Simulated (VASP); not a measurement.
Mo, 8 atoms in the cell. It takes space group P-3m1 (No. 164, trigonal). Conventional cell: a = 2.776 Å, b = 2.776 Å, c = 19.270 Å, α = 90.00°, β = 90.00°, γ = 120.00°. Mo (site symmetry 3m) has 12 Mo at 2.78 to 2.90 Å within 3.7 Å. Within 3.7 Å of Mo (site symmetry 3m) lie 12 Mo at 2.78 to 2.90 Å. Within 3.7 Å of Mo (site symmetry 3m) lie 12 Mo at 2.78 to 2.90 Å. Within 3.7 Å of Mo (site symmetry 3m) lie 12 Mo at 2.78 to 2.90 Å. The cell was generated, and may not be a known phase.

```yaml
Program: VASP 6.6.1
Task: single point
Functional: PBE
Potentials_or_basis: VASP PAW PBE potentials, release 64 (Mo_sv)
Cutoff: 520 eV
k_mesh: 6 × 6 × 1
Occupations: gaussian, width 0.1 eV
Spin: no spin polarisation
Dipole_correction: no
Further_INCAR_settings: ALGO = Fast; EDIFF = 1e-06; NBANDS = 66
```

Potentials or basis: VASP PAW PBE potentials, release 64 (Mo_sv).

Command:

```bash
$ cat potpaw_PBE.64/Mo_sv/POTCAR > POTCAR
$ mpirun -np 1 vasp_std > vasp.out
```

Hardware: 1 thread of Intel(R) Xeon(R) Platinum 8259CL CPU @ 2.50GHz (Skylake/Cascade Lake), on a shared host.

Problem. How long does it take, and how much memory?

Solution. Wall time 120 s on 1 thread of Intel(R) Xeon(R) Platinum 8259CL CPU @ 2.50GHz (Skylake/Cascade Lake), with other jobs on the host, peak memory 0.28 GiB. Counts: scf iterations 24, k points 7.
